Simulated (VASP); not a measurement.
# Si (Im-3m) in VASP: single point with PBE

Aim: the single point of Si with PBE.

Everything below comes from runs of VASP 6.6.1. Logs are shortened: lines on timing, memory, paths and dates and some standing lists are left out, and cuts for length are marked.

## 1. The cell of the first run

Symmetry: Im-3m, No. 229, cubic system. The conventional cell has a = 6.672 Å, b = 6.672 Å, c = 6.672 Å, α = 90.00°, β = 90.00°, γ = 90.00°. Si (site symmetry -4m2) has 4 Si at 2.36 Å within 3.1 Å.

This isn't the form of Si at room conditions, which is diamond.

## 2. Single point, PBE

The input, INCAR:

```
SYSTEM = Si
PREC = Accurate
ENCUT = 500
EDIFF = 1E-6
ISMEAR = -1
SIGMA = 0.05
LREAL = .False.
LASPH = .True.
NELM = 120
ALGO = Normal
ISIF = 2
LWAVE = .False.
LCHARG = .True.
GGA = PE
LELF = .True.
LVHAR = .True.
NBANDS = 21
GGA_COMPAT = .False.
```

The input, KPOINTS:

```
Automatic mesh
0
Gamma
  5 5 5
  0 0 0
```

The input, POSCAR:

```
Si
1.0
   -3.3360830000      3.3360830000      3.3360830000
    3.3360830000     -3.3360830000      3.3360830000
    3.3360830000      3.3360830000     -3.3360830000
Si
6
Direct
    0.7500000000      0.2500000000      0.5000000000
    0.7500000000      0.5000000000      0.2500000000
    0.5000000000      0.2500000000      0.7500000000
    0.2500000000      0.5000000000      0.7500000000
    0.2500000000      0.7500000000      0.5000000000
    0.5000000000      0.7500000000      0.2500000000
```

Potentials or basis: VASP PAW PBE potentials, release 64 (Si).

Run with:

```bash
cat potpaw_PBE.64/Si/POTCAR > POTCAR
mpirun -np 1 vasp_std > vasp.out
```

OUTCAR:

```text
SYSTEM = Si
   PREC = Accurate
   ENCUT = 500
   EDIFF = 1E-6
   ISMEAR = -1
   LREAL = .False.
   LASPH = .True.
   NELM = 120
   ISIF = 2
   GGA = PE

 ion  position               nearest neighbor table
   1  0.750  0.250  0.500-   2 2.36   3 2.36   4 2.36   6 2.36
   2  0.750  0.500  0.250-   1 2.36   5 2.36   6 2.36   3 2.36
   3  0.500  0.250  0.750-   1 2.36   2 2.36   4 2.36   5 2.36
   4  0.250  0.500  0.750-   3 2.36   5 2.36   6 2.36   1 2.36
   5  0.250  0.750  0.500-   3 2.36   4 2.36   6 2.36   2 2.36
   6  0.500  0.750  0.250-   1 2.36   2 2.36   5 2.36   4 2.36

  LATTYP: Found a body centered cubic cell.
 ALAT       =     6.6721660000

  Lattice vectors:

 A1 = (  -3.3360830000,   3.3360830000,   3.3360830000)
 A2 = (   3.3360830000,  -3.3360830000,   3.3360830000)
 A3 = (   3.3360830000,   3.3360830000,  -3.3360830000)

Analysis of symmetry for initial positions (statically):
=====================================================================
 Subroutine PRICEL returns:
 Original cell was already a primitive cell.

 Routine SETGRP: Setting up the symmetry group for a
 body centered cubic supercell.

 Subroutine GETGRP returns: Found 48 space group operations
 (whereof 48 operations were pure point group operations)
 out of a pool of 48 trial point group operations.

The static configuration has the point symmetry O_h .

Analysis of symmetry for dynamics (positions and initial velocities):
=====================================================================
 Subroutine PRICEL returns:
 Original cell was already a primitive cell.

 Routine SETGRP: Setting up the symmetry group for a
 body centered cubic supercell.

 Subroutine GETGRP returns: Found 48 space group operations
 (whereof 48 operations were pure point group operations)
 out of a pool of 48 trial point group operations.

The dynamic configuration has the point symmetry O_h .

 Subroutine INISYM returns: Found 48 space group operations
 (whereof 48 operations are pure point group operations),
 and found     1 'primitive' translations

----------------------------------------------------------------------------------------

                                     Primitive cell

  volume of cell :     148.5151

  direct lattice vectors                    reciprocal lattice vectors
    -3.336083000  3.336083000  3.336083000     0.000000000  0.149876367  0.149876367
     3.336083000 -3.336083000  3.336083000     0.149876367  0.000000000  0.149876367
     3.336083000  3.336083000 -3.336083000     0.149876367  0.149876367  0.000000000

  length of vectors
     5.778265254  5.778265254  5.778265254     0.211957191  0.211957191  0.211957191

  position of ions in fractional coordinates (direct lattice)
     0.750000000  0.250000000  0.500000000
     0.750000000  0.500000000  0.250000000
     0.500000000  0.250000000  0.750000000
     0.250000000  0.500000000  0.750000000
     0.250000000  0.750000000  0.500000000
     0.500000000  0.750000000  0.250000000

  ion indices of the primitive-cell ions
   primitive index   ion index
                 1           1
                 2           2
                 3           3
                 4           4
                 5           5
                 6           6

----------------------------------------------------------------------------------------

 KPOINTS: Automatic mesh

Automatic generation of k-mesh.
 Grid dimensions read from file:
 generate k-points for:    5    5    5

 Generating k-lattice:

  Cartesian coordinates                     Fractional coordinates (reciprocal lattice)
     0.000000000  0.029975273  0.029975273     0.200000000  0.000000000  0.000000000
     0.029975273  0.000000000  0.029975273     0.000000000  0.200000000  0.000000000
     0.029975273  0.029975273  0.000000000     0.000000000  0.000000000  0.200000000

  Length of vectors
     0.042391438  0.042391438  0.042391438

  Shift w.r.t. Gamma in fractional coordinates (k-lattice)
     0.000000000  0.000000000  0.000000000

 Subroutine IBZKPT returns following result:
 ===========================================

 Found     10 irreducible k-points:

 Following reciprocal coordinates:
            Coordinates               Weight
  0.000000  0.000000  0.000000      1.000000
  0.200000  0.000000  0.000000     12.000000
  0.400000  0.000000  0.000000     12.000000
  0.200000  0.200000  0.000000     24.000000
  0.400000  0.200000  0.000000     24.000000
  0.200000  0.200000  0.200000      8.000000
 -0.200000  0.200000  0.200000      6.000000
 -0.400000  0.400000  0.200000     24.000000
 -0.400000 -0.400000  0.200000      8.000000
 -0.400000  0.400000  0.400000      6.000000
   k-points           NKPTS =     10   k-points in BZ     NKDIM =     10   number of bands    NBANDS=     21
   number of dos      NEDOS =    301   number of ions     NIONS =      6
   total plane-waves  NPLWV =  74088
   dimension x,y,z NGX =    42 NGY =   42 NGZ =   42
   dimension x,y,z NGXF=    84 NGYF=   84 NGZF=   84
   ions per type =               6
   NGX,Y,Z   is equivalent  to a cutoff of  12.08, 12.08, 12.08 a.u.
   NGXF,Y,Z  is equivalent  to a cutoff of  24.17, 24.17, 24.17 a.u.
 SYSTEM =  Si
   PREC   = accura    normal or accurate (medium, high low for compatibility)
   ISTART =      0    job   : 0-new  1-cont  2-samecut
   ICHARG =      2    charge: 1-file 2-atom 10-const
   ISPIN  =      1    spin polarized calculation?
   LNONCOLLINEAR =      F non collinear calculations
   LSORBIT =      F    spin-orbit coupling
   LASPH  =      T    aspherical Exc in radial PAW
   ENCUT  =  500.0 eV  36.75 Ry    6.06 a.u.  10.54 10.54 10.54*2*pi/ulx,y,z
   NELM   =    120;   NELMIN=  2; NELMDL= -5     # of ELM steps
   EDIFF  = 0.1E-05   stopping-criterion for ELM
   LREAL  =      F    real-space projection
   EDIFFG = 0.1E-04   stopping-criterion for IOM
   NSW    =      0    number of steps for IOM
   IBRION =     -1    ionic relax: 0-MD 1-quasi-New 2-CG
   NFREE  =      0    steps in history (QN), initial steepest desc. (CG)
   ISIF   =      2    stress and relaxation
   ISYM   =      2    0-nonsym 1-usesym 2-fastsym
   POTIM  = 0.5000    time-step for ionic-motion
   TEBEG  =    0.0;   TEEND  =   0.0 temperature during run
   PSTRESS=    0.0 pullay stress
   NELECT =      24.0000    total number of electrons
   NUPDOWN=      -1.0000    fix difference up-down
   EMIN   =  10.00;   EMAX   =-10.00  energy-range for DOS
   EFERMI =   0.00;   METHOD = LEGACY
   ISMEAR =    -1;   SIGMA  =   0.05  broadening in eV -4-tet -1-fermi 0-gaus
   EFERMI_NEDOS =   21; number of points for ismear=-14 and -15
   IALGO  =     38    algorithm
   IMIX   =      4    mixing-type and parameters
     AMIX     =   0.40;   BMIX     =  1.00
     AMIX_MAG =   1.60;   BMIX_MAG =  1.00
  volume/ion in A,a.u.               =      24.75       167.04
  Fermi-wavevector in a.u.,A,eV,Ry     =   0.891706  1.685080 10.818533  0.795140
  Thomas-Fermi vector in A             =   2.013561
   LORBIT       =      0    0 simple, 1 ext, 2 COOP (PROOUT), +10 PAW based schemes
   GGA     = PE    functional components
   LHFCALC =     F    Hartree Fock is set to
   AEXX    =    0.0000 exact exchange contribution
   IVDW    =     0    specifies the selected vdW correction
   LEPSILON=     F    determine dielectric tensor
   LRPA    =     F    only Hartree local field effects (RPA)
 non-spin polarized calculation
  energy-cutoff  :      500.00
  volume of cell :      148.52
 maximum number of plane-waves:      3796
 NGX is ok and might be reduce to    42
   NGX = 21   NGY = 21   NGZ = 21

 number of electron      24.0000003 magnetization

 Free energy of the ion-electron system (eV)
  ---------------------------------------------------
  ext. energy  EPLUGINS =         0.00000000
  ---------------------------------------------------
  free energy    TOTEN  =       -31.19226381 eV

  energy without entropy =      -31.18986577  energy(sigma->0) =      -31.19106479

 E-fermi :   4.0874     XC(G=0):  -8.1423

 val. band max:        3.9093284864   @ k =  -0.4000   0.4000   0.4000
 cond. band min:       4.2400085939   @ k =  -0.4000   0.4000   0.4000
 fundamental gap:      0.3306801075
 Fermi energy:         4.0874169465

 k-point     1 :       0.0000    0.0000    0.0000
  band No.  band energies     occupation
      1      -7.7696      2.00000
      2      -3.2288      2.00000
      3      -3.2288      2.00000
      4      -3.0977      2.00000
      5      -3.0977      2.00000
      6      -3.0977      2.00000
[... 13 lines left out ...]
     20      10.7999      0.00000
     21      10.7999      0.00000

 k-point     2 :       0.2000    0.0000    0.0000
  band No.  band energies     occupation
      1      -7.5715      2.00000
      2      -4.6023      2.00000
      3      -3.8797      2.00000
      4      -3.2104      2.00000
      5      -2.1815      2.00000
      6      -1.7187      2.00000
[... 13 lines left out ...]
     20       9.6848      0.00000
     21       9.7016      0.00000

 k-point     3 :       0.4000    0.0000    0.0000
  band No.  band energies     occupation
      1      -7.0307      2.00000
      2      -5.8051      2.00000
      3      -4.2515      2.00000
      4      -3.3704      2.00000
      5      -1.1591      2.00000
      6      -0.5161      2.00000
[... 13 lines left out ...]
     20       8.4261      0.00000
     21       9.6736      0.00000
[... 121 lines left out ...]
 k-point     9 :      -0.4000   -0.4000    0.2000
  band No.  band energies     occupation
      1      -6.3724      2.00000
      2      -6.3724      2.00000
      3      -4.3490      2.00000
      4      -3.0302      2.00000
      5      -3.0302      2.00000
      6      -0.9075      2.00000
[... 13 lines left out ...]
     20       8.6881      0.00000
     21       8.6930      0.00000

 k-point    10 :      -0.4000    0.4000    0.4000
  band No.  band energies     occupation
      1      -6.4796      2.00000
      2      -6.1220      2.00000
      3      -3.6924      2.00000
      4      -3.6924      2.00000
      5      -3.6155      2.00000
      6      -1.2912      2.00000
[... 13 lines left out ...]
     20       8.4528      0.00000
     21       8.4528      0.00000

------------------------ aborting loop because EDIFF is reached ----------------------------------------

  FORCE on cell =-STRESS in cart. coord.  units (eV):
  Direction    XX          YY          ZZ          XY          YZ          ZX
  --------------------------------------------------------------------------------------
  -------------------------------------------------------------------------------------
  Total        1.7626359      1.7626359      1.7626359      0.0000000      0.0000000     -0.0000000
  in kB       19.0152768     19.0152768     19.0152768      0.0000000      0.0000000     -0.0000000
  external PRESSURE =      19.0152768 kB  Pullay stress =       0.0000000 kB

 VOLUME and BASIS-vectors are now :
 -----------------------------------------------------------------------------
  energy-cutoff  :      500.00
  volume of cell :      148.52
      direct lattice vectors                 reciprocal lattice vectors
    -3.336083000  3.336083000  3.336083000     0.000000000  0.149876367  0.149876367
     3.336083000 -3.336083000  3.336083000     0.149876367  0.000000000  0.149876367
     3.336083000  3.336083000 -3.336083000     0.149876367  0.149876367  0.000000000

 POSITION                                       TOTAL-FORCE (eV/Angst)
 -----------------------------------------------------------------------------------
      0.00000      3.33608      1.66804        -0.000000      0.000000      0.000000
      0.00000      1.66804      3.33608        -0.000000     -0.000000      0.000000
      1.66804      3.33608      0.00000         0.000000     -0.000000     -0.000000
      3.33608      1.66804      0.00000         0.000000     -0.000000      0.000000
      3.33608      0.00000      1.66804        -0.000000     -0.000000     -0.000000
      1.66804      0.00000      3.33608         0.000000     -0.000000     -0.000000
 -----------------------------------------------------------------------------------
    total drift:                                0.000000      0.000000     -0.000000

  FREE ENERGIE OF THE ION-ELECTRON SYSTEM (eV)
  ---------------------------------------------------
  free  energy   TOTEN  =       -31.1922638094 eV

  energy  without entropy=      -31.1898657748  energy(sigma->0) =      -31.19106479
```

Run time: 38 s. Hardware: 1 thread of Intel Xeon 8259CL, shared host; peak memory 0.24 GiB.

What came out:

| Quantity | Value |
| --- | --- |
| Free energy | -31.1923 eV |
| Pressure | 1.9 GPa |
| Band gap on the k mesh | 0.33 eV |

Levels at points of the mesh, in eV from the valence-band top:
```tsv
k point	band 8	band 9	band 10	band 11	band 12	band 13	band 14	band 15	band 16	band 17
(0.00, 0.00, 0.00)	-2.76	-2.76	-1.98	-1.98	-1.98	2.15	2.15	2.15	2.64	2.99
```

Caveat: an odd mesh through Γ misses points on the zone boundary, where band edges can lie.
